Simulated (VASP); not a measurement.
# As6H in VASP: relaxation of the atoms with PBE+D3(BJ)

Aim: the relaxation of the atoms of As6H with PBE+D3(BJ).

Program: VASP 6.6.1. These are calculated values, not measurements. Logs are shortened: lines on timing, memory, paths and dates and some standing lists are left out, and cuts for length are marked.

## 1. The cell of the first run

The cell holds a slab with vacuum, 7 atoms: a = 3.783 Å, b = 3.783 Å, c = 27.025 Å, α = 90.00°, β = 90.00°, γ = 120.00°.

## 2. Relaxation of the atoms, PBE+D3(BJ)

The input, INCAR:

```
PREC = Accurate
ENCUT = 520
EDIFF = 1E-6
ISMEAR = 0
SIGMA = 0.1
LREAL = F
LASPH = T
NELM = 80
ALGO = Fast
ISIF = 2
LWAVE = F
LCHARG = F
LDIPOL = T
IDIPOL = 3
DIPOL = 0.5 0.5 0.483
GGA = PE
IVDW = 12
IBRION = 2
NSW = 90
EDIFFG = -0.03
```

The input, KPOINTS:

```
regular mesh
0
Gamma
  9 9 1
```

The input, POSCAR:

```
As6H
1.0
    3.7828824949      0.0000000000      0.0000000000
   -1.8914412475      3.2760723401      0.0000000000
    0.0000000000      0.0000000000     27.0246822174
As H
6 1
Selective dynamics
Direct
    0.3333333333      0.6666666667      0.3145272877  F F F
    0.6666666667      0.3333333333      0.3621548853  F F F
    0.0000000000      0.0000000000      0.4391829909  F F F
    0.3333333333      0.6666666667      0.4866983554  T T T
    0.6666666667      0.3333333333      0.5649327863  T T T
    0.0000000000      0.0000000000      0.6132829440  T T T
    0.5000000000      1.0000000000      0.6036621093  T T T
```

Potentials or basis: VASP PAW PBE potentials, release 64 (As, H).

The run is started by

```bash
cat potpaw_PBE.64/As/POTCAR potpaw_PBE.64/H/POTCAR > POTCAR
mpirun -np 1 vasp_std > vasp.out
```

OUTCAR:

```text
PREC = Accurate
   ENCUT = 520
   EDIFF = 1E-6
   ISMEAR = 0
   LREAL = F
   LASPH = T
   NELM = 80
   ISIF = 2
   GGA = PE
   IVDW = 12
   IBRION = 2
   NSW = 90
   EDIFFG = -0.03
 IVDW          = 12

 ion  position               nearest neighbor table
   1  0.333  0.667  0.315-   2 2.54   2 2.54   2 2.54
   2  0.667  0.333  0.362-   1 2.54   1 2.54   1 2.54
   3  0.000  0.000  0.439-   4 2.53   4 2.53   4 2.53
   4  0.333  0.667  0.487-   3 2.53   3 2.53   3 2.53
   5  0.667  0.333  0.565-   7 1.51   6 2.55   6 2.55   6 2.55
   6  0.000  0.000  0.613-   5 2.55   5 2.55   5 2.55
   7  0.500  0.000  0.604-   5 1.51

  LATTYP: Found a hexagonal cell.
 ALAT       =     3.7828824949
 C/A-ratio  =     7.1439391136

  Lattice vectors:

 A1 = (   3.7828824949,   0.0000000000,   0.0000000000)
 A2 = (  -1.8914412475,   3.2760723401,   0.0000000000)
 A3 = (   0.0000000000,   0.0000000000,  27.0246822174)

Analysis of symmetry for initial positions (statically):
=====================================================================
 Subroutine PRICEL returns:
 Original cell was already a primitive cell.

 Routine SETGRP: Setting up the symmetry group for a
 hexagonal supercell.

 Subroutine GETGRP returns: Found  2 space group operations
 (whereof  2 operations were pure point group operations)
 out of a pool of 24 trial point group operations.

The static configuration has the point symmetry C_1h.

Analysis of symmetry for dynamics (positions and initial velocities):
=====================================================================
 Subroutine PRICEL returns:
 Original cell was already a primitive cell.

 Routine SETGRP: Setting up the symmetry group for a
 hexagonal supercell.

 Subroutine GETGRP returns: Found  2 space group operations
 (whereof  2 operations were pure point group operations)
 out of a pool of 24 trial point group operations.

The dynamic configuration has the point symmetry C_1h.

Analysis of constrained symmetry for selective dynamics:
=====================================================================
 Subroutine PRICEL returns:
 Original cell was already a primitive cell.

 Routine SETGRP: Setting up the symmetry group for a
 hexagonal supercell.

 Subroutine GETGRP returns: Found  2 space group operations
 (whereof  2 operations were pure point group operations)
 out of a pool of 24 trial point group operations.

The constrained configuration has the point symmetry C_1h.

 Subroutine INISYM returns: Found  2 space group operations
 (whereof  2 operations are pure point group operations),
 and found     1 'primitive' translations

----------------------------------------------------------------------------------------

                                     Primitive cell

  volume of cell :     334.9168

  direct lattice vectors                    reciprocal lattice vectors
     3.782882495  0.000000000  0.000000000     0.264348682  0.152621782  0.000000000
    -1.891441247  3.276072340  0.000000000     0.000000000  0.305243565  0.000000000
     0.000000000  0.000000000 27.024682217     0.000000000  0.000000000  0.037003210

  length of vectors
     3.782882495  3.782882495 27.024682217     0.305243565  0.305243565  0.037003210

  position of ions in fractional coordinates (direct lattice)
     0.333333333  0.666666667  0.314527288
     0.666666667  0.333333333  0.362154885
     0.000000000  0.000000000  0.439182991
     0.333333333  0.666666667  0.486698355
     0.666666667  0.333333333  0.564932786
     0.000000000  0.000000000  0.613282944
     0.500000000  0.000000000  0.603662109

  ion indices of the primitive-cell ions
   primitive index   ion index
                 1           1
                 2           2
                 3           3
                 4           4
                 5           5
                 6           6
                 7           7

----------------------------------------------------------------------------------------

 KPOINTS: regular mesh

Automatic generation of k-mesh.
 Grid dimensions read from file:
 generate k-points for:    9    9    1

 Generating k-lattice:

  Cartesian coordinates                     Fractional coordinates (reciprocal lattice)
     0.029372076  0.016957976  0.000000000     0.111111111  0.000000000  0.000000000
     0.000000000  0.033915952  0.000000000     0.000000000  0.111111111  0.000000000
     0.000000000  0.000000000  0.037003210     0.000000000  0.000000000  1.000000000

  Length of vectors
     0.033915952  0.033915952  0.037003210

  Shift w.r.t. Gamma in fractional coordinates (k-lattice)
     0.000000000  0.000000000  0.000000000

 Subroutine IBZKPT returns following result:
 ===========================================

 Found     25 irreducible k-points:

 Following reciprocal coordinates:
            Coordinates               Weight
  0.000000  0.000000  0.000000      1.000000
  0.111111  0.000000  0.000000      4.000000
  0.000000  0.111111  0.000000      2.000000
  0.222222 -0.000000  0.000000      4.000000
  0.000000  0.222222  0.000000      2.000000
  0.333333  0.000000  0.000000      4.000000
[... 16 lines left out ...]
 -0.222222 -0.444444  0.000000      4.000000
  0.444444  0.333333  0.000000      4.000000
   k-points           NKPTS =     25   k-points in BZ     NKDIM =     25   number of bands    NBANDS=     19
   number of dos      NEDOS =    301   number of ions     NIONS =      7
   total plane-waves  NPLWV = 164640
   dimension x,y,z NGX =    28 NGY =   28 NGZ =  210
   dimension x,y,z NGXF=    56 NGYF=   56 NGZF=  420
   ions per type =               6   1
   NGX,Y,Z   is equivalent  to a cutoff of  12.31, 12.31, 12.92 a.u.
   NGXF,Y,Z  is equivalent  to a cutoff of  24.61, 24.61, 25.84 a.u.
 SYSTEM =  unknown system
   PREC   = accura    normal or accurate (medium, high low for compatibility)
   ISTART =      0    job   : 0-new  1-cont  2-samecut
   ICHARG =      2    charge: 1-file 2-atom 10-const
   ISPIN  =      1    spin polarized calculation?
   LNONCOLLINEAR =      F non collinear calculations
   LSORBIT =      F    spin-orbit coupling
   LASPH  =      T    aspherical Exc in radial PAW
   ENCUT  =  520.0 eV  38.22 Ry    6.18 a.u.   7.03  7.03 50.25*2*pi/ulx,y,z
   NELM   =     80;   NELMIN=  2; NELMDL= -5     # of ELM steps
   EDIFF  = 0.1E-05   stopping-criterion for ELM
   LREAL  =      F    real-space projection
   EDIFFG = -.3E-01   stopping-criterion for IOM
   NSW    =     90    number of steps for IOM
   IBRION =      2    ionic relax: 0-MD 1-quasi-New 2-CG
   NFREE  =      1    steps in history (QN), initial steepest desc. (CG)
   ISIF   =      2    stress and relaxation
   ISYM   =      2    0-nonsym 1-usesym 2-fastsym
   POTIM  = 0.5000    time-step for ionic-motion
   TEBEG  =    0.0;   TEEND  =   0.0 temperature during run
   PSTRESS=    0.0 pullay stress
   NELECT =      31.0000    total number of electrons
   NUPDOWN=      -1.0000    fix difference up-down
   EMIN   =  10.00;   EMAX   =-10.00  energy-range for DOS
   EFERMI =   0.00;   METHOD = LEGACY
   ISMEAR =     0;   SIGMA  =   0.10  broadening in eV -4-tet -1-fermi 0-gaus
   EFERMI_NEDOS =   21; number of points for ismear=-14 and -15
   IALGO  =     68    algorithm
   IMIX   =      4    mixing-type and parameters
     AMIX     =   0.40;   BMIX     =  1.00
     AMIX_MAG =   1.60;   BMIX_MAG =  1.00
  volume/ion in A,a.u.               =      47.85       322.88
  Fermi-wavevector in a.u.,A,eV,Ry     =   0.740542  1.399422  7.461470  0.548403
  Thomas-Fermi vector in A             =   1.834969
   LORBIT       =      0    0 simple, 1 ext, 2 COOP (PROOUT), +10 PAW based schemes
   GGA     = PE    functional components
   LHFCALC =     F    Hartree Fock is set to
   AEXX    =    0.0000 exact exchange contribution
   IVDW    =    12    specifies the selected vdW correction
   LEPSILON=     F    determine dielectric tensor
   LRPA    =     F    only Hartree local field effects (RPA)
 conjugate gradient relaxation of ions
 non-spin polarized calculation
 RMM-DIIS sequential band-by-band and
 Gauss-broadening in eV      SIGMA  =   0.10
  energy-cutoff  :      520.00
  volume of cell :      334.92
 maximum number of plane-waves:      9073
   NGX = 15   NGY = 15   NGZ =101

--------------------------------------- Ionic step        1  -------------------------------------------

 number of electron      30.9999998 magnetization

 Free energy of the ion-electron system (eV)
  ---------------------------------------------------
  ext. energy  EPLUGINS =         0.00000000
  ---------------------------------------------------
  free energy    TOTEN  =       -29.20812561 eV

  energy without entropy =      -29.19878614  energy(sigma->0) =      -29.20345587

------------------------ aborting loop because EDIFF is reached ----------------------------------------

 Edisp (eV)   -2.13617

 E8    (eV) :    -0.9204
[... 120 lines left out ...]
  FREE ENERGIE OF THE ION-ELECTRON SYSTEM (eV)
  ---------------------------------------------------
  free  energy   TOTEN  =       -31.8055652877 eV

  energy  without entropy=      -31.7949293196  energy(sigma->0) =      -31.80024730

 vacuum level on the upper side and lower side of the slab       (xc-potential included)         0.001        -0.017

 dipolmoment           0.000000      0.000000     -0.000022 electrons x Angstroem

[... ionic steps 4 to 20 ...]

--------------------------------------- Ionic step       21  -------------------------------------------

 number of electron      30.9999998 magnetization

------------------------ aborting loop because EDIFF is reached ----------------------------------------
[... 85 lines left out ...]
--------------------------------------- Ionic step       23  -------------------------------------------

 number of electron      30.9999997 magnetization

 dipolmoment           0.000000      0.000000      0.001791 electrons x Angstroem

 Free energy of the ion-electron system (eV)
  ---------------------------------------------------
  ext. energy  EPLUGINS =         0.00000000
  ---------------------------------------------------
  free energy    TOTEN  =       -29.95331287 eV

  energy without entropy =      -29.94750704  energy(sigma->0) =      -29.95040995

 E-fermi :  -0.8165     XC(G=0):  -4.4380

 val. band max:       -0.8795462001   @ k =  -0.1111   0.3333   0.0000
 cond. band min:      -0.7283181572   @ k =  -0.2222  -0.4444   0.0000
 fundamental gap:      0.1512280429
 Fermi energy:        -0.8164688892

 k-point     1 :       0.0000    0.0000    0.0000
  band No.  band energies     occupation
      1     -15.5451      2.00000
      2     -14.8703      2.00000
      3     -14.0956      2.00000
      4     -10.7072      2.00000
      5      -8.9098      2.00000
      6      -7.0726      2.00000
[... 505 lines left out ...]
      6     -10.4770      2.00000
[... 11 lines left out ...]
     18       1.0236      0.00000
     19       1.7969      0.00000

 [... further k-points ...]

------------------------ aborting loop because EDIFF is reached ----------------------------------------

 vacuum level on the upper side and lower side of the slab       (xc-potential included)        -0.089        -0.096

 Edisp (eV)   -2.14823

 E8    (eV) :    -0.9279

  FORCE on cell =-STRESS in cart. coord.  units (eV):
  Direction    XX          YY          ZZ          XY          YZ          ZX
  --------------------------------------------------------------------------------------
  -------------------------------------------------------------------------------------
  Total      -3.77293    -0.49634     0.57447     0.00000    -0.01636     0.00000
  in kB     -18.04895    -2.37441     2.74816     0.00000    -0.07827     0.00000
  external pressure =       -5.89 kB  Pullay stress =        0.00 kB
[... 22 lines left out ...]
  FREE ENERGIE OF THE ION-ELECTRON SYSTEM (eV)
  ---------------------------------------------------
  free  energy   TOTEN  =       -32.1015466091 eV

  energy  without entropy=      -32.0957407837  energy(sigma->0) =      -32.09864370

 reached required accuracy - stopping structural energy minimisation

 vacuum level on the upper side and lower side of the slab         3.752         3.742
```

It took 47 min on 1 thread of Oxide Virtual Turin-like, shared host; peak memory 0.5 GiB.

What came out:

- Free energy: -32.1015 eV
- Energy gained by relaxing: 108.2 meV/atom
- Ionic steps: 23
- Band gap on the k mesh: zero (an odd number of electrons rules out a gap without spin polarisation)
- Dispersion energy per atom: -0.307 eV

The path:
```tsv
step	energy change (eV)	largest force on free atoms (eV/Å)	pressure (GPa)
1	0.0000	3.1564	1.49
2	-0.4273	0.7203	0.24
3	-0.4613	0.5863	0.04
4	-0.4917	0.8775	-0.28
5	-0.4926	0.9583	-0.33
6	-0.5694	0.5315	-0.19
7	-0.6015	0.4939	0.02
8	-0.6424	0.4410	-0.04
9	-0.6888	0.4979	-0.16
10	-0.7220	0.2421	-0.18
11	-0.7298	0.1770	-0.18
12	-0.7366	0.1534	-0.21
13	-0.7375	0.2157	-0.22
14	-0.7423	0.1308	-0.31
15	-0.7449	0.2070	-0.46
16	-0.7486	0.1754	-0.49
17	-0.7546	0.0828	-0.57
18	-0.7549	0.0757	-0.59
19	-0.7560	0.0604	-0.58
20	-0.7566	0.0687	-0.56
21	-0.7570	0.0352	-0.59
22	-0.7570	0.0359	-0.59
23	-0.7572	0.0198	-0.59
```

Final structure:
```
As H
1.0
     3.78288    0.00000    0.00000
    -1.89144    3.27607    0.00000
     0.00000    0.00000   27.02468
As H
6 1
Direct
  0.33333 0.66667 0.31453
  0.66667 0.33333 0.36215
  0.00000 0.00000 0.43918
  0.32306 0.64611 0.48832
  0.69619 0.39237 0.55719
  0.99924 0.99847 0.61097
  0.43991 0.87982 0.63017
```

The gap in the log of VASP goes by the Fermi energy; the results here count the filled bands.